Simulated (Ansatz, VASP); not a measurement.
CdTe4 in VASP and in Ansatz

```
Cd Te
1.0
     4.70306    0.00000    0.00000
     0.00000    4.70306    0.00000
     0.00000    0.00000    7.41621
Cd Te
1 4
Direct
  0.00000 0.00000 0.00000
  0.00000 0.50000 0.69460
  0.50000 0.00000 0.69460
  0.00000 0.50000 0.30540
  0.50000 0.00000 0.30540
```

Alike in both runs: task single point; functional PBE; k mesh 4 × 4 × 4; occupations gaussian, width 0.1 eV; no spin polarisation.

|  | VASP | Ansatz |
| --- | --- | --- |
| version | VASP 6.6.1 | Ansatz 0.2.0 |
| potentials or method | VASP PAW PBE potentials, release 64 (Cd, Te), cutoff 520 eV | scalar-relativistic, plane waves, PAW |
| valence electrons in the cell | 36 | 84 |

|  | VASP | Ansatz | Ansatz less VASP |
| --- | --- | --- | --- |
| gap on the k mesh at the Fermi level (eV) | none | none | - |
| pressure (GPa) | 0.9 | 0.9 | -0.03 |
| traceless stress, the component that is largest in VASP (GPa) | 3.47 | 3.45 | -0.018 |
| rms of the force components (eV/Å) | 0.360 | 0.363 | +0.0030 |

Atom by atom the forces differ by 0.003 eV/Å (rms over components). A gap of «none» marks a metal or a gap that the smearing closes. VASP's potentials hold 36 valence electrons a cell and Ansatz's 84, so a difference there can come from the potentials and not from the codes.

Neither program's run includes spin-orbit coupling.
